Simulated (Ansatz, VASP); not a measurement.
# Cu: VASP beside Ansatz

Contents of INCAR:

```
SYSTEM = Cu
ALGO = Normal
EDIFF = 1E-6
EDIFFG = -0.005
ENCUT = 600
GGA = PE
IBRION = 2
ISIF = 3
ISMEAR = -1
LASPH = .True.
LCHARG = .False.
LREAL = .False.
LWAVE = .False.
NELM = 100
NSW = 80
PREC = Accurate
SIGMA = 0.05
```

Contents of KPOINTS:

```
k-points
0
Gamma
  13 13 13
  0 0 0
```

File POSCAR:

```
Cu
1.0
    0.0000000000      1.8075000000      1.8075000000
    1.8075000000      0.0000000000      1.8075000000
    1.8075000000      1.8075000000      0.0000000000
Cu
1
Direct
    0.0000000000      0.0000000000      0.0000000000
```

input.yaml

```yaml
crystal:
  lattice:
    - [0.0, 1.8075, 1.8075]
    - [1.8075, 0.0, 1.8075]
    - [1.8075, 1.8075, 0.0]
  atoms:
    - { symbol: Cu, position: [0.0, 0.0, 0.0] }
kpoints:
  mp_grid: { grid: [13, 13, 13] }
scf:
  occupations: { method: fermi_dirac, width: 0.05 }
hamiltonian:
  xc: pbe
  pseudopotentials: { kind: all_electron, lapw: { basis_error: 0.001 } }
output:
  forces: true
  stress: true
relax:
  f_tol: 0.005
  max_steps: 60
  cell: {}
```

Alike in both runs: task relaxation of cell and atoms; functional PBE; k mesh 13 × 13 × 13; occupations fermi-dirac, width 0.05 eV; no spin polarisation.

|  | VASP | Ansatz |
| --- | --- | --- |
| version | VASP 6.6.1 | Ansatz 0.2.0 |
| potentials or method | VASP PAW PBE potentials, release 64 (Cu), cutoff 600 eV | all-electron LAPW, scalar-relativistic |

|  | VASP | Ansatz | Ansatz less VASP |
| --- | --- | --- | --- |
| relaxed volume (Å³/atom) | 12.00 | 11.94 | -0.053 |
| relaxed cell length with the largest relative difference (Å) | 2.569 | 2.566 | -0.0038 |

Ansatz ran all-electron here, and VASP with PAW potentials.
